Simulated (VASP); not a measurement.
# NaF (Fm-3m) in VASP: single point with r2SCAN+rVV10

Aim: the single point of NaF with r2SCAN+rVV10.

Everything below comes from runs of VASP 6.6.1. Logs are shortened: lines on timing, memory, paths and dates and some standing lists are left out, and cuts for length are marked.

### 1 The cell of the first run

Symmetry: Fm-3m, No. 225, cubic system. The conventional cell has a = 4.571 Å, b = 4.571 Å, c = 4.571 Å, α = 90.00°, β = 90.00°, γ = 90.00°. Within 3.0 Å of Na (site symmetry m-3m) lie 6 F at 2.29 Å. Within 3.0 Å of F (site symmetry m-3m) lie 6 Na at 2.29 Å.

### 2 Single point, r2SCAN+rVV10

File POSCAR:

```
NaF
1.0
    0.0000000000      2.2853639790      2.2853639790
    2.2853639790      0.0000000000      2.2853639790
    2.2853639790      2.2853639790      0.0000000000
Na F
1 1
Direct
    0.0000000000      0.0000000000      0.0000000000
    0.5000000000      0.5000000000      0.5000000000
```

File INCAR.step1:

```
ALGO = Normal
EDIFF = 1E-4
ENCUT = 520
GGA = PE
ISMEAR = -1
LASPH = T
LCHARG = F
LREAL = F
LWAVE = T
NBANDS = 14
NELM = 80
PREC = Accurate
SIGMA = 0.03
```

File INCAR.step2:

```
ALGO = Normal
BPARAM = 11.95
CPARAM = 0.0093
EDIFF = 1E-6
ENCUT = 520
ISIF = 2
ISMEAR = -1
ISTART = 1
IVDW_NL = 2
LASPH = T
LCHARG = F
LMIXTAU = T
LREAL = F
LUSE_VDW = T
LWAVE = F
METAGGA = R2SCAN
NBANDS = 14
NELM = 80
PREC = Accurate
SIGMA = 0.03
```

File KPOINTS:

```
k-points
0
Gamma
  10 10 10
```

Potentials or basis: VASP PAW PBE potentials, release 64 (Na_pv, F).

Command:

```bash
> cat potpaw_PBE.64/Na_pv/POTCAR potpaw_PBE.64/F/POTCAR > POTCAR
> cp INCAR.step1 INCAR
> mpirun -np 1 vasp_std > vasp.out
> cp INCAR.step2 INCAR
> mpirun -np 1 vasp_std > vasp.out
```

OUTCAR:

```text
BPARAM = 11.95
   EDIFF = 1E-6
   ENCUT = 520
   ISIF = 2
   ISMEAR = -1
   ISTART = 1
   IVDW_NL = 2
   LASPH = T
   LREAL = F
   METAGGA = R2SCAN
   NELM = 80
   PREC = Accurate

 ion  position               nearest neighbor table
   1  0.000  0.000  0.000-   2 2.29   2 2.29   2 2.29   2 2.29   2 2.29   2 2.29
   2  0.500  0.500  0.500-   1 2.29   1 2.29   1 2.29   1 2.29   1 2.29   1 2.29

  LATTYP: Found a face centered cubic cell.
 ALAT       =     4.5707279580

  Lattice vectors:

 A1 = (   0.0000000000,   2.2853639790,   2.2853639790)
 A2 = (   2.2853639790,   0.0000000000,   2.2853639790)
 A3 = (   2.2853639790,   2.2853639790,   0.0000000000)

Analysis of symmetry for initial positions (statically):
=====================================================================
 Subroutine PRICEL returns:
 Original cell was already a primitive cell.

 Routine SETGRP: Setting up the symmetry group for a
 face centered cubic supercell.

 Subroutine GETGRP returns: Found 48 space group operations
 (whereof 48 operations were pure point group operations)
 out of a pool of 48 trial point group operations.

The static configuration has the point symmetry O_h .

Analysis of symmetry for dynamics (positions and initial velocities):
=====================================================================
 Subroutine PRICEL returns:
 Original cell was already a primitive cell.

 Routine SETGRP: Setting up the symmetry group for a
 face centered cubic supercell.

 Subroutine GETGRP returns: Found 48 space group operations
 (whereof 48 operations were pure point group operations)
 out of a pool of 48 trial point group operations.

The dynamic configuration has the point symmetry O_h .

 Subroutine INISYM returns: Found 48 space group operations
 (whereof 48 operations are pure point group operations),
 and found     1 'primitive' translations

----------------------------------------------------------------------------------------

                                     Primitive cell

  volume of cell :      23.8724

  direct lattice vectors                    reciprocal lattice vectors
     0.000000000  2.285363979  2.285363979    -0.218783531  0.218783531  0.218783531
     2.285363979  0.000000000  2.285363979     0.218783531 -0.218783531  0.218783531
     2.285363979  2.285363979  0.000000000     0.218783531  0.218783531 -0.218783531

  length of vectors
     3.231992734  3.231992734  3.231992734     0.378944191  0.378944191  0.378944191

[... 85 lines left out ...]
   NFREE  =      0    steps in history (QN), initial steepest desc. (CG)
   ISIF   =      2    stress and relaxation
   ISYM   =      2    0-nonsym 1-usesym 2-fastsym
   POTIM  = 0.5000    time-step for ionic-motion
   TEBEG  =    0.0;   TEEND  =   0.0 temperature during run
   PSTRESS=    0.0 pullay stress
   NELECT =      14.0000    total number of electrons
   NUPDOWN=      -1.0000    fix difference up-down
   EMIN   =  10.00;   EMAX   =-10.00  energy-range for DOS
   EFERMI =   0.00;   METHOD = LEGACY
   ISMEAR =    -1;   SIGMA  =   0.03  broadening in eV -4-tet -1-fermi 0-gaus
   EFERMI_NEDOS =   21; number of points for ismear=-14 and -15
   IALGO  =     38    algorithm
   IMIX   =      4    mixing-type and parameters
     AMIX     =   0.40;   BMIX     =  1.00
     AMIX_MAG =   1.60;   BMIX_MAG =  1.00
  volume/ion in A,a.u.               =      11.94        80.55
  Fermi-wavevector in a.u.,A,eV,Ry     =   1.370310  2.589510 25.548330  1.877749
  Thomas-Fermi vector in A             =   2.496108
   LORBIT       =      0    0 simple, 1 ext, 2 COOP (PROOUT), +10 PAW based schemes
   METAGGA = R2SCAN    functional components
   LHFCALC =     F    Hartree Fock is set to
   AEXX    =    0.0000 exact exchange contribution
   IVDW_NL    =     2    kernel type
   BPARAM     =11.9500
   IVDW    =     0    specifies the selected vdW correction
   LEPSILON=     F    determine dielectric tensor
   LRPA    =     F    only Hartree local field effects (RPA)
 non-spin polarized calculation
  energy-cutoff  :      520.00
  volume of cell :       23.87
 maximum number of plane-waves:       656
   NGX = 13   NGY = 13   NGZ = 13

 number of electron      13.9999998 magnetization

 Free energy of the ion-electron system (eV)
  ---------------------------------------------------
  ext. energy  EPLUGINS =         0.00000000
  ---------------------------------------------------
  free energy    TOTEN  =       -12.09104488 eV

  energy without entropy =      -12.09104488  energy(sigma->0) =      -12.09104488

 E-fermi :  -1.8565     XC(G=0): -10.0545

 val. band max:       -2.5555504089   @ k =   0.0000   0.0000   0.0000
 cond. band min:       4.7746219359   @ k =   0.0000   0.0000   0.0000
 fundamental gap:      7.3301723449
 Fermi energy:        -1.8565423874

 k-point     1 :       0.0000    0.0000    0.0000
  band No.  band energies     occupation
      1     -22.9225      2.00000
      2     -21.8914      2.00000
      3     -21.8910      2.00000
      4     -21.8910      2.00000
      5      -2.5556      2.00000
      6      -2.5556      2.00000
      7      -2.5556      2.00000
      8       4.7746      0.00000
      9      17.4587      0.00000
     10      17.4588      0.00000
     11      17.4588      0.00000
     12      20.1413      0.00000
     13      22.8880      0.00000
     14      22.8880      0.00000
[... 377 lines left out ...]
      1     -22.9419      2.00000
      2     -21.9442      2.00000
      3     -21.9349      2.00000
      4     -21.7440      2.00000
      5      -3.7843      2.00000
      6      -2.9595      2.00000
      7      -2.9012      2.00000
      8       9.2090      0.00000
      9      12.0360      0.00000
     10      15.8112      0.00000
     11      18.6932      0.00000
     12      18.8008      0.00000
     13      24.8221      0.00000
     14      25.6717      0.00000

 [... further k-points ...]
[... 5 lines left out ...]
  --------------------------------------------------------------------------------------
  -------------------------------------------------------------------------------------
  Total       -0.1342936     -0.1342936     -0.1342936      0.0000000     -0.0000000      0.0000000
  in kB       -9.0130057     -9.0130057     -9.0130057      0.0000000     -0.0000000      0.0000000
  external PRESSURE =      -9.0130057 kB  Pullay stress =       0.0000000 kB

 VOLUME and BASIS-vectors are now :
 -----------------------------------------------------------------------------
  energy-cutoff  :      520.00
  volume of cell :       23.87
      direct lattice vectors                 reciprocal lattice vectors
     0.000000000  2.285363979  2.285363979    -0.218783531  0.218783531  0.218783531
     2.285363979  0.000000000  2.285363979     0.218783531 -0.218783531  0.218783531
     2.285363979  2.285363979  0.000000000     0.218783531  0.218783531 -0.218783531

 POSITION                                       TOTAL-FORCE (eV/Angst)
 -----------------------------------------------------------------------------------
      0.00000      0.00000      0.00000         0.000000      0.000000     -0.000000
      2.28536      2.28536      2.28536        -0.000000      0.000000      0.000000
 -----------------------------------------------------------------------------------
    total drift:                                0.000000     -0.000000      0.000000

  FREE ENERGIE OF THE ION-ELECTRON SYSTEM (eV)
  ---------------------------------------------------
  free  energy   TOTEN  =       -12.0910448806 eV

  energy  without entropy=      -12.0910448806  energy(sigma->0) =      -12.09104488
```

OUTCAR.step1:

```text
EDIFF = 1E-4
   ENCUT = 520
   GGA = PE
   ISMEAR = -1
   LASPH = T
   LREAL = F
[... 626 lines left out ...]
 -----------------------------------------------------------------------------------
      0.00000      0.00000      0.00000         0.000000     -0.000000     -0.000000
      2.28536      2.28536      2.28536        -0.000000      0.000000      0.000000
 -----------------------------------------------------------------------------------
    total drift:                                0.000000     -0.000000      0.000000

  FREE ENERGIE OF THE ION-ELECTRON SYSTEM (eV)
  ---------------------------------------------------
  free  energy   TOTEN  =        -8.5396294297 eV

  energy  without entropy=       -8.5396294297  energy(sigma->0) =       -8.53962943
```

OSZICAR.step1:

```text
N       E                     dE             d eps       ncg     rms          rms(c)
DAV:   1     0.106893660836E+03    0.10689E+03   -0.78451E+03  1352   0.123E+03
DAV:   2    -0.420647635845E+01   -0.11110E+03   -0.10390E+03  1430   0.344E+02
DAV:   3    -0.938996095072E+01   -0.51835E+01   -0.51749E+01  1622   0.676E+01
DAV:   4    -0.943005654882E+01   -0.40096E-01   -0.40093E-01  1514   0.639E+00
DAV:   5    -0.943045991899E+01   -0.40337E-03   -0.40337E-03  1610   0.641E-01    0.543E+00
DAV:   6    -0.854672952430E+01    0.88373E+00   -0.30131E+00  1586   0.151E+01    0.178E+00
DAV:   7    -0.853771827895E+01    0.90112E-02   -0.29808E-02  1364   0.205E+00    0.105E+00
DAV:   8    -0.853911579128E+01   -0.13975E-02   -0.26978E-02  1412   0.316E+00    0.144E-01
DAV:   9    -0.853969195404E+01   -0.57616E-03   -0.37924E-03  1692   0.587E-01    0.109E-01
DAV:  10    -0.853962942968E+01    0.62524E-04   -0.64352E-04  1436   0.315E-01
   1 F= -.85396294E+01 E0= -.85396294E+01  d E =-.521074E-12
```

It took 38 s on 1 thread of Intel Xeon Platinum 8488C (Sapphire Rapids), shared host; peak memory 0.21 GiB.

Results:

* Free energy: -12.0910 eV
* Pressure: -0.9 GPa
* Band gap on the k mesh: 7.33 eV, direct

Caveat: the PAW data sets were made with another functional, which shifts forces and pressure a little. r2SCAN opens gaps a little over a GGA but as a rule still falls short of measured ones.
